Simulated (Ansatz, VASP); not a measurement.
## Two plane-wave programs on HfO2

```
Hf O
1.0
     5.11378    0.00000   -0.00570
     0.00000    5.18148    0.00000
    -0.86375    0.00000    5.22401
Hf O
4 8
Direct
  0.27619 0.04183 0.20820
  0.72381 0.54183 0.29180
  0.72381 0.95817 0.79180
  0.27619 0.45817 0.70820
  0.44792 0.75769 0.47851
  0.55208 0.25769 0.02149
  0.55208 0.24231 0.52149
  0.44792 0.74231 0.97851
  0.07017 0.33391 0.34392
  0.92983 0.83391 0.15608
  0.92983 0.66609 0.65608
  0.07017 0.16609 0.84392
```

Alike in both runs: task single point; functional r2SCAN; k mesh 6 × 6 × 6; no spin polarisation.

|  | VASP | Ansatz |
| --- | --- | --- |
| version | VASP 6.6.1 | Ansatz 0.2.0 |
| potentials or method | VASP PAW PBE potentials, release 64 (Hf_pv, O) | plane waves, PAW |
| plane-wave cutoff (eV) | 520 | 500 |
| occupations | gaussian, width 0.01 eV | fixed |
| valence electrons in the cell | 88 | 152 |

|  | VASP | Ansatz | Ansatz less VASP |
| --- | --- | --- | --- |
| gap on the k mesh at the Fermi level (eV) | 4.55 | 4.60 | +0.044 |
| pressure (GPa) | -3.4 | 0.0 | +3.43 |
| traceless stress, the component that is largest in VASP (GPa) | -0.22 | -0.02 | +0.204 |
| rms of the force components (eV/Å) | 0.038 | 0.002 | -0.0362 |

VASP's potentials were made for PBE, not for r2SCAN. Atom by atom the forces differ by 0.040 eV/Å (rms over components). VASP's potentials hold 88 valence electrons a cell and Ansatz's 152, so a difference there can come from the potentials and not from the codes.

Spin-orbit coupling is off throughout.
